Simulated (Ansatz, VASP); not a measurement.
**Ru: VASP beside Ansatz**

```
Ru
1.0
     2.70580    0.02706    0.02706
    -1.32947    2.32976    0.00990
     0.04282    0.04282    4.28190
Ru
2
Cartesian
  0.0263 1.5729 1.0861
  1.3928 0.8267 3.2328
```

Change from the starting cell: equal xy, yz and zx shear strains of +2 %, crystal datasets.

Alike in both runs: task electric field gradients; functional PBEsol; k mesh 14 × 14 × 8; occupations fermi-dirac, width 0.03 eV; no spin polarisation.

|  | VASP | Ansatz |
| --- | --- | --- |
| version | VASP 6.6.1 | Ansatz 0.2.0 |
| potentials or method | VASP PAW PBE potentials, release 64 (Ru_pv), cutoff 520 eV | all-electron PAW with datasets made for the crystal, scalar-relativistic |

|  | VASP | Ansatz | Ansatz less VASP |
| --- | --- | --- | --- |
| pressure (GPa) | -6.0 | -5.9 | +0.07 |
| traceless stress, the component that is largest in VASP (GPa) | -3.84 | -3.84 | +0.002 |
| rms of the force components (eV/Å) | 0.038 | 0.037 | -0.0001 |
| size of Vzz on the site where it differs most (V/Å²) | 15.3 | 13.2 | -2.09 |

VASP's potentials were made for PBE, not for PBEsol. Atom by atom the forces differ by 0.000 eV/Å (rms over components). Ansatz ran all-electron here, and VASP with PAW potentials.
